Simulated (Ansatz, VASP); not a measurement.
## Mg: VASP beside Ansatz

```
CELL_PARAMETERS angstrom
3.19222 0.00000 0.00000
-1.59611 2.76455 0.00000
0.00000 0.00000 5.10651
ATOMIC_POSITIONS crystal
Mg 0.33333 0.66667 0.25000
Mg 0.66667 0.33333 0.75000
```

Alike in both runs: task relaxation of cell and atoms; functional r2SCAN; k mesh 15 × 15 × 8; occupations fermi-dirac, width 0.15 eV; no spin polarisation.

|  | VASP | Ansatz |
| --- | --- | --- |
| version | VASP 6.6.1 | Ansatz 0.2.0 |
| potentials or method | VASP PAW PBE potentials, release 64 (Mg), cutoff 600 eV | scalar-relativistic, plane waves, PAW |
| valence electrons in the cell | 4 | 20 |

Ansatz gave:

| Quantity | Value |
| --- | --- |
| gap on the k mesh at the Fermi level, each at its own relaxed structure (eV) | none |
| relaxed volume (Å³/atom) | 22.61 |
| relaxed length of the cell vector where the two differ most in proportion (Å) | 5.130 |

Task: Which values does VASP return?

Result: gap on the k mesh at the Fermi level, each at its own relaxed structure (eV): none; relaxed volume (Å³/atom): 22.46; relaxed length of the cell vector where the two differ most in proportion (Å): 5.118.

VASP's potentials were made for PBE, not for r2SCAN. A gap of «none» marks a metal or a gap that the smearing closes. VASP's potentials hold 4 valence electrons a cell and Ansatz's 20, so a difference there can come from the potentials and not from the codes.
